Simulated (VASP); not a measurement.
# AlAs (F-43m) in VASP: notebook

The runs below take AlAs through single point, with PBE-based global hybrid with 20 % exact exchange, PBE-based global hybrid with 35 % exact exchange.

Program: VASP 6.6.1. These are calculated values, not measurements. Logs are shortened: lines on timing, memory, paths and dates and some standing lists are left out, and cuts for length are marked.

## (1) The cell of the first run

It takes space group F-43m (No. 216, cubic). Conventional cell: a = 5.661 Å, b = 5.661 Å, c = 5.661 Å, α = 90.00°, β = 90.00°, γ = 90.00°. Al (site symmetry -43m) has 4 As at 2.45 Å within 3.2 Å. As (site symmetry -43m) has 4 Al at 2.45 Å within 3.2 Å.

## (2) Single point, PBE-based global hybrid with 20 % exact exchange

The input, POSCAR:

```
AlAs
1.0
    0.0000000000      2.8304000000      2.8304000000
    2.8304000000      0.0000000000      2.8304000000
    2.8304000000      2.8304000000      0.0000000000
Al As
1 1
Direct
    0.0000000000      0.0000000000      0.0000000000
    0.2500000000      0.2500000000      0.2500000000
```

The input, INCAR.step1:

```
SYSTEM = AlAs
  ALGO = Normal
  EDIFF = 1E-5
  ENCUT = 400
  GGA = PE
  GGA_COMPAT = .False.
  ISIF = 2
  ISMEAR = 0
  LASPH = .True.
  LREAL = .False.
  LWAVE = .True.
  NBANDS = 11
  NELM = 120
  PREC = Accurate
  SIGMA = 0.01
```

The input, INCAR.step2:

```
SYSTEM = AlAs
  AEXX = 0.2
  ALGO = Normal
  EDIFF = 1E-6
  ENCUT = 400
  GGA = PE
  GGA_COMPAT = .False.
  ISIF = 2
  ISMEAR = 0
  ISTART = 1
  LASPH = .True.
  LCHARG = .True.
  LELF = .True.
  LHFCALC = .True.
  LREAL = .False.
  LVHAR = .True.
  LWAVE = .False.
  NBANDS = 11
  NELM = 120
  PREC = Accurate
  PRECFOCK = Normal
  SIGMA = 0.01
```

The input, KPOINTS:

```
k-points
0
Gamma
  4 4 4
  0 0 0
```

Potentials or basis: VASP PAW PBE potentials, release 64 (Al, As).

Run with:

```bash
$ cat potpaw_PBE.64/Al/POTCAR potpaw_PBE.64/As/POTCAR > POTCAR
$ cp INCAR.step1 INCAR
$ mpirun -np 1 vasp_std > vasp.out
$ cp INCAR.step2 INCAR
$ mpirun -np 1 vasp_std > vasp.out
```

OUTCAR:

```text
SYSTEM = AlAs
   AEXX = 0.2
   EDIFF = 1E-6
   ENCUT = 400
   GGA = PE
   ISIF = 2
   ISMEAR = 0
   ISTART = 1
   LASPH = .True.
   LHFCALC = .True.
   LREAL = .False.
   NELM = 120
   PREC = Accurate
   PRECFOCK = Normal

 ion  position               nearest neighbor table
   1  0.000  0.000  0.000-   2 2.45   2 2.45   2 2.45   2 2.45
   2  0.250  0.250  0.250-   1 2.45   1 2.45   1 2.45   1 2.45

  LATTYP: Found a face centered cubic cell.
 ALAT       =     5.6608000000

  Lattice vectors:

 A1 = (   0.0000000000,   2.8304000000,   2.8304000000)
 A2 = (   2.8304000000,   0.0000000000,   2.8304000000)
 A3 = (   2.8304000000,   2.8304000000,   0.0000000000)

Analysis of symmetry for initial positions (statically):
=====================================================================
 Subroutine PRICEL returns:
 Original cell was already a primitive cell.

 Routine SETGRP: Setting up the symmetry group for a
 face centered cubic supercell.

 Subroutine GETGRP returns: Found 24 space group operations
 (whereof 24 operations were pure point group operations)
 out of a pool of 48 trial point group operations.

The static configuration has the point symmetry T_d .

Analysis of symmetry for dynamics (positions and initial velocities):
=====================================================================
 Subroutine PRICEL returns:
 Original cell was already a primitive cell.

 Routine SETGRP: Setting up the symmetry group for a
 face centered cubic supercell.

 Subroutine GETGRP returns: Found 24 space group operations
 (whereof 24 operations were pure point group operations)
 out of a pool of 48 trial point group operations.

The dynamic configuration has the point symmetry T_d .

 Subroutine INISYM returns: Found 24 space group operations
 (whereof 24 operations are pure point group operations),
 and found     1 'primitive' translations

----------------------------------------------------------------------------------------

                                     Primitive cell

  volume of cell :      45.3496

  direct lattice vectors                    reciprocal lattice vectors
     0.000000000  2.830400000  2.830400000    -0.176653477  0.176653477  0.176653477
     2.830400000  0.000000000  2.830400000     0.176653477 -0.176653477  0.176653477
     2.830400000  2.830400000  0.000000000     0.176653477  0.176653477 -0.176653477

  length of vectors
     4.002790067  4.002790067  4.002790067     0.305972797  0.305972797  0.305972797

  position of ions in fractional coordinates (direct lattice)
     0.000000000  0.000000000  0.000000000
     0.250000000  0.250000000  0.250000000

  ion indices of the primitive-cell ions
   primitive index   ion index
                 1           1
                 2           2

----------------------------------------------------------------------------------------

 KPOINTS: k-points

Automatic generation of k-mesh.
 Grid dimensions read from file:
 generate k-points for:    4    4    4

 Generating k-lattice:

  Cartesian coordinates                     Fractional coordinates (reciprocal lattice)
    -0.044163369  0.044163369  0.044163369     0.250000000  0.000000000  0.000000000
     0.044163369 -0.044163369  0.044163369     0.000000000  0.250000000  0.000000000
     0.044163369  0.044163369 -0.044163369     0.000000000  0.000000000  0.250000000

  Length of vectors
     0.076493199  0.076493199  0.076493199

  Shift w.r.t. Gamma in fractional coordinates (k-lattice)
     0.000000000  0.000000000  0.000000000

 Subroutine IBZKPT returns following result:
 ===========================================

 Found      8 irreducible k-points:

 Following reciprocal coordinates:
            Coordinates               Weight
  0.000000  0.000000  0.000000      1.000000
  0.250000  0.000000  0.000000      8.000000
  0.500000  0.000000  0.000000      4.000000
  0.250000  0.250000  0.000000      6.000000
  0.500000  0.250000  0.000000     24.000000
 -0.250000  0.250000  0.000000     12.000000
  0.500000  0.500000  0.000000      3.000000
 -0.250000  0.500000  0.250000      6.000000
   k-points           NKPTS =      8   k-points in BZ     NKDIM =     64   number of bands    NBANDS=     11
   number of dos      NEDOS =    301   number of ions     NIONS =      2
   total plane-waves  NPLWV =  21952
   dimension x,y,z NGX =    28 NGY =   28 NGZ =   28
   dimension x,y,z NGXF=    56 NGYF=   56 NGZF=   56
   ions per type =               1   1
   NGX,Y,Z   is equivalent  to a cutoff of  11.63, 11.63, 11.63 a.u.
   NGXF,Y,Z  is equivalent  to a cutoff of  23.26, 23.26, 23.26 a.u.
 SYSTEM =  AlAs
   PREC   = accura    normal or accurate (medium, high low for compatibility)
   ISTART =      1    job   : 0-new  1-cont  2-samecut
   ICHARG =      0    charge: 1-file 2-atom 10-const
   ISPIN  =      1    spin polarized calculation?
   LNONCOLLINEAR =      F non collinear calculations
   LSORBIT =      F    spin-orbit coupling
   LASPH  =      T    aspherical Exc in radial PAW
   ENCUT  =  400.0 eV  29.40 Ry    5.42 a.u.   6.53  6.53  6.53*2*pi/ulx,y,z
   NELM   =    120;   NELMIN=  2; NELMDL=  0     # of ELM steps
   EDIFF  = 0.1E-05   stopping-criterion for ELM
   LREAL  =      F    real-space projection
   EDIFFG = 0.1E-04   stopping-criterion for IOM
   NSW    =      0    number of steps for IOM
   IBRION =     -1    ionic relax: 0-MD 1-quasi-New 2-CG
   NFREE  =      0    steps in history (QN), initial steepest desc. (CG)
   ISIF   =      2    stress and relaxation
   ISYM   =      3    0-nonsym 1-usesym 2-fastsym
   POTIM  = 0.5000    time-step for ionic-motion
   TEBEG  =    0.0;   TEEND  =   0.0 temperature during run
   PSTRESS=    0.0 pullay stress
   NELECT =       8.0000    total number of electrons
   NUPDOWN=      -1.0000    fix difference up-down
   EMIN   =  10.00;   EMAX   =-10.00  energy-range for DOS
   EFERMI =   0.00;   METHOD = LEGACY
   ISMEAR =     0;   SIGMA  =   0.01  broadening in eV -4-tet -1-fermi 0-gaus
   EFERMI_NEDOS =   21; number of points for ismear=-14 and -15
   IALGO  =     38    algorithm
   IMIX   =      1    mixing-type and parameters
     AMIX     =   0.40;   BMIX     =  1.00
     AMIX_MAG =   1.60;   BMIX_MAG =  1.00
  volume/ion in A,a.u.               =      22.67       153.02
  Fermi-wavevector in a.u.,A,eV,Ry     =   0.918150  1.735052 11.469706  0.843000
  Thomas-Fermi vector in A             =   2.043199
   LORBIT       =      0    0 simple, 1 ext, 2 COOP (PROOUT), +10 PAW based schemes
   GGA     = PE    functional components
   LHFCALC =     T    Hartree Fock is set to
   PRECFOCK=normal    Normal, Fast or Accurate (Low or Medium for compatibility)
   ENCUT4O =  -1.0   cutoff for four orbital integrals eV
   NKREDX  =     1    reduce k-point grid by
   NKREDY  =     1    reduce k-point grid by
   NKREDZ  =     1    reduce k-point grid by
   AEXX    =    0.2000 exact exchange contribution
   HFSCREEN=    0.0000 screening length (either q_TF or 0.3 A-1)
   HFSCREENC=   0.0000 screening length for correlation (either q_TF or 0.3 A-1)
   ENCUTFOCK=  -1.0 apply spherical cutoff to Coloumb kernel
   IVDW    =     0    specifies the selected vdW correction
   LEPSILON=     F    determine dielectric tensor
   LRPA    =     F    only Hartree local field effects (RPA)
 non-spin polarized calculation
 Gauss-broadening in eV      SIGMA  =   0.01
  energy-cutoff  :      400.00
  volume of cell :       45.35
 maximum number of plane-waves:       869
 NGX is ok and might be reduce to    28
  NGX = 20; NGY = 20; NGZ = 20

 number of electron       7.9999999 magnetization

 Free energy of the ion-electron system (eV)
  ---------------------------------------------------
  ext. energy  EPLUGINS =         0.00000000
  ---------------------------------------------------
  free energy    TOTEN  =       -11.26516770 eV

  energy without entropy =      -11.26516770  energy(sigma->0) =      -11.26516770

 E-fermi :   3.2975     XC(G=0):  -7.5280

 val. band max:        3.2409544036   @ k =   0.0000   0.0000   0.0000
 cond. band min:       5.7725280182   @ k =   0.5000   0.5000   0.0000
 fundamental gap:      2.5315736147
 Fermi energy:         3.2974568249

 k-point     1 :       0.0000    0.0000    0.0000
  band No.  band energies     occupation
      1      -9.6305      2.00000
      2       3.2410      2.00000
      3       3.2410      2.00000
      4       3.2410      2.00000
      5       6.5982      0.00000
      6       8.8074      0.00000
      7       8.8074      0.00000
      8       8.8074      0.00000
      9      13.5155      0.00000
     10      13.7189      0.00000
     11      13.7189      0.00000

 k-point     2 :       0.2500    0.0000    0.0000
  band No.  band energies     occupation
      1      -8.9948      2.00000
      2      -0.3771      2.00000
      3       2.7290      2.00000
      4       2.7290      2.00000
      5       7.1063      0.00000
      6       9.4674      0.00000
      7       9.4674      0.00000
      8      11.1036      0.00000
      9      12.9659      0.00000
     10      12.9659      0.00000
     11      14.0275      0.00000

 k-point     3 :       0.5000    0.0000    0.0000
  band No.  band energies     occupation
      1      -8.0568      2.00000
      2      -2.8172      2.00000
      3       2.3472      2.00000
      4       2.3472      2.00000
      5       6.5985      0.00000
      6       9.2059      0.00000
      7       9.2059      0.00000
      8      12.3439      0.00000
      9      15.9861      0.00000
     10      16.4310      0.00000
     11      16.4310      0.00000

 k-point     4 :       0.2500    0.2500    0.0000
  band No.  band energies     occupation
      1      -8.7748      2.00000
      2      -0.1683      2.00000
      3       1.7982      2.00000
      4       1.7982      2.00000
      5       6.9902      0.00000
      6       8.2699      0.00000
      7      11.5119      0.00000
      8      11.5119      0.00000
      9      12.1320      0.00000
     10      14.8670      0.00000
     11      17.0373      0.00000

 k-point     5 :       0.5000    0.2500    0.0000
  band No.  band energies     occupation
      1      -7.8008      2.00000
      2      -2.2329      2.00000
      3       0.3238      2.00000
      4       1.4966      2.00000
      5       6.9694      0.00000
      6       9.7180      0.00000
      7      11.0300      0.00000
      8      11.5985      0.00000
      9      15.1457      0.00000
     10      16.2959      0.00000
     11      17.7302      0.00000

 k-point     6 :      -0.2500    0.2500    0.0000
  band No.  band energies     occupation
      1      -8.1495      2.00000
      2      -1.6701      2.00000
      3       0.1649      2.00000
      4       2.2781      2.00000
      5       7.8883      0.00000
      6      10.3383      0.00000
      7      10.5412      0.00000
      8      10.9532      0.00000
      9      12.2639      0.00000
     10      15.1195      0.00000
     11      17.2869      0.00000

 k-point     7 :       0.5000    0.5000    0.0000
  band No.  band energies     occupation
      1      -7.4406      2.00000
      2      -2.6667      2.00000
      3       0.8834      2.00000
      4       0.8834      2.00000
      5       5.7725      0.00000
      6       6.6814      0.00000
      7      15.2487      0.00000
      8      15.2487      0.00000
      9      16.6772      0.00000
     10      17.4132      0.00000
     11      17.4132      0.00000

 k-point     8 :      -0.2500    0.5000    0.2500
  band No.  band energies     occupation
      1      -7.4049      2.00000
      2      -2.2898      2.00000
      3      -0.1794      2.00000
      4       0.2214      2.00000
      5       8.7784      0.00000
      6      10.2903      0.00000
      7      10.3526      0.00000
      8      10.5836      0.00000
      9      15.5125      0.00000
     10      17.1932      0.00000
     11      17.5100      0.00000

------------------------ aborting loop because EDIFF is reached ----------------------------------------

  FORCE on cell =-STRESS in cart. coord.  units (eV):
  Direction    XX          YY          ZZ          XY          YZ          ZX
  --------------------------------------------------------------------------------------
  -------------------------------------------------------------------------------------
  Total        0.3470942      0.3470942      0.3470942     -0.0000000     -0.0000000     -0.0000000
  in kB       12.2626553     12.2626553     12.2626553     -0.0000000     -0.0000000     -0.0000000
  external PRESSURE =      12.2626553 kB  Pullay stress =       0.0000000 kB

 VOLUME and BASIS-vectors are now :
 -----------------------------------------------------------------------------
  energy-cutoff  :      400.00
  volume of cell :       45.35
      direct lattice vectors                 reciprocal lattice vectors
     0.000000000  2.830400000  2.830400000    -0.176653477  0.176653477  0.176653477
     2.830400000  0.000000000  2.830400000     0.176653477 -0.176653477  0.176653477
     2.830400000  2.830400000  0.000000000     0.176653477  0.176653477 -0.176653477

 POSITION                                       TOTAL-FORCE (eV/Angst)
 -----------------------------------------------------------------------------------
      0.00000      0.00000      0.00000        -0.000000     -0.000000     -0.000000
      1.41520      1.41520      1.41520         0.000000      0.000000      0.000000
 -----------------------------------------------------------------------------------
    total drift:                                0.000000      0.000000      0.000000

  FREE ENERGIE OF THE ION-ELECTRON SYSTEM (eV)
  ---------------------------------------------------
  free  energy   TOTEN  =       -11.2651676999 eV

  energy  without entropy=      -11.2651676999  energy(sigma->0) =      -11.26516770
```

Run time: 2.6 min. Hardware: 1 thread of Intel Xeon 8259CL, shared host; peak memory 0.16 GiB.

What came out:

- Free energy: -11.2652 eV
- Pressure: 1.2 GPa
- Band gap on the k mesh: 2.53 eV (least direct gap 3.36 eV)

Caveat: the k points lie up to 0.48 Å⁻¹ apart; the PAW data sets were made with another functional, which shifts forces and pressure a little.

## (3) Single point, PBE-based global hybrid with 35 % exact exchange

POSCAR is that of step 2.

The input, INCAR.step1:

```
SYSTEM = AlAs
PREC = Accurate
ENCUT = 400
EDIFF = 1E-5
ISMEAR = 0
SIGMA = 0.01
LREAL = .False.
LASPH = .True.
NELM = 120
ALGO = Normal
ISIF = 2
LWAVE = .True.
NBANDS = 11
GGA = PE
GGA_COMPAT = .False.
```

The input, INCAR.step2:

```
SYSTEM = AlAs
PREC = Accurate
ENCUT = 400
EDIFF = 1E-6
ISMEAR = 0
SIGMA = 0.01
LREAL = .False.
LASPH = .True.
NELM = 120
ALGO = Normal
ISIF = 2
LWAVE = .False.
LCHARG = .True.
GGA = PE
LHFCALC = .True.
AEXX = 0.35
PRECFOCK = Normal
LELF = .True.
LVHAR = .True.
NBANDS = 11
ISTART = 1
GGA_COMPAT = .False.
```

The input, KPOINTS:

```
Automatic mesh
0
Gamma
  4 4 4
  0 0 0
```

Potentials or basis: VASP PAW PBE potentials, release 64 (Al, As).

Run with:

```bash
$ cat potpaw_PBE.64/Al/POTCAR potpaw_PBE.64/As/POTCAR > POTCAR
$ cp INCAR.step1 INCAR
$ mpirun -np 1 vasp_std > vasp.out
$ cp INCAR.step2 INCAR
$ mpirun -np 1 vasp_std > vasp.out
```

It took 2.7 min on 1 thread of Intel Xeon 8259CL, shared host; peak memory 0.16 GiB.

Results (log left out):

```yaml
Free_energy: -12.8414 eV
Pressure: -0.1 GPa
Band_gap_on_the_k_mesh: 3.40 eV (least direct gap 4.36 eV)
```

Levels at points of the mesh, in eV from the valence-band top:
| k point | band 1 | band 2 | band 3 | band 4 | band 5 | band 6 | band 7 | band 8 |
| --- | --- | --- | --- | --- | --- | --- | --- | --- |
| (0.00, 0.00, 0.00) | -13.61 | 0.00 | 0.00 | 0.00 | 4.36 | 6.57 | 6.57 | 6.57 |
| (0.50, 0.00, 0.00) | -11.93 | -6.40 | -0.94 | -0.94 | 4.30 | 6.97 | 6.97 | 10.14 |
| (0.50, 0.50, 0.00) | -11.27 | -6.24 | -2.48 | -2.48 | 3.40 | 4.33 | 13.29 | 13.29 |

Caveat: the k points lie up to 0.48 Å⁻¹ apart; the PAW data sets were made with another functional, which shifts forces and pressure a little.
